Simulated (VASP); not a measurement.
Runs of VASP 6.6.1 on NiO. The structure is that of space group Fm-3m (No. 225), or close to it. The cells are those of the table. 

| level | potentials or basis | cell | cutoff (eV) | gap on the mesh (eV) | pressure (GPa) | moment (μB) |
| --- | --- | --- | --- | --- | --- | --- |
| PBE+D4+U | VASP PAW PBE potentials, release 64 (Ni_sv_GW, O) | a = 2.994 Å, angles 60.0°, 2 atoms | 700 | (c) | -2.5 | 2.00 |
| LDA+U | VASP PAW LDA potentials, release 64 (Ni, O) | a = 2.949 Å, angles 60.0°, 2 atoms | 600 | 1.78 | -16.0 | 2.00 |
| LDA+U | VASP PAW LDA potentials, release 64 (Ni, O) | a = 2.916 Å, angles 60.0°, 2 atoms | 600 | 1.70 | -10.2 | 2.00 |
| LDA+U | VASP PAW LDA potentials, release 64 (Ni, O) | a = 2.958 Å, angles 60.0°, 2 atoms | 600 | (a) | -17.5 | 2.00 |
| PBE+D3(BJ)+U | VASP PAW PBE potentials, release 64 (Ni, O) | a = 2.958 Å, angles 60.0°, 2 atoms | 600 | 2.53 | -1.8 | 2.00 |
| PBE+D4+U | VASP PAW PBE potentials, release 64 (Ni, O) | a = 2.958 Å, angles 60.0°, 2 atoms | 600 | 2.53 | (b) | 2.00 |
| revPBE+D4+U | VASP PAW PBE potentials, release 64 (Ni, O) | a = 2.958 Å, angles 60.0°, 2 atoms | 600 | (d) | -2.2 | 2.00 |
| LDA+U | VASP PAW LDA potentials, release 64 (Ni, O) | a = 2.929 Å, angles 60.0°, 2 atoms | 600 | 1.73 | -12.7 | 2.00 |

Alike in all rows: task single point; spin collinear, ferromagnetic start; Ni d U = 6.2 eV; k mesh 10 × 10 × 10; smearing gaussian 0.05 eV.

Question: Fill in the values left out.

Answer: (a) 1.80; (b) -2.7; (c) 2.12; (d) 2.63.

Caveats: a cell with one magnetic atom can't hold antiferromagnetic order, which such compounds often take; the cell stands under tension (at least some runs); three body term missing (at least some runs); the PAW data sets were made with another functional, which shifts forces and pressure a little (at least some runs).

A k mesh can miss the band edges.

The runs don't all hold the same shells in valence.
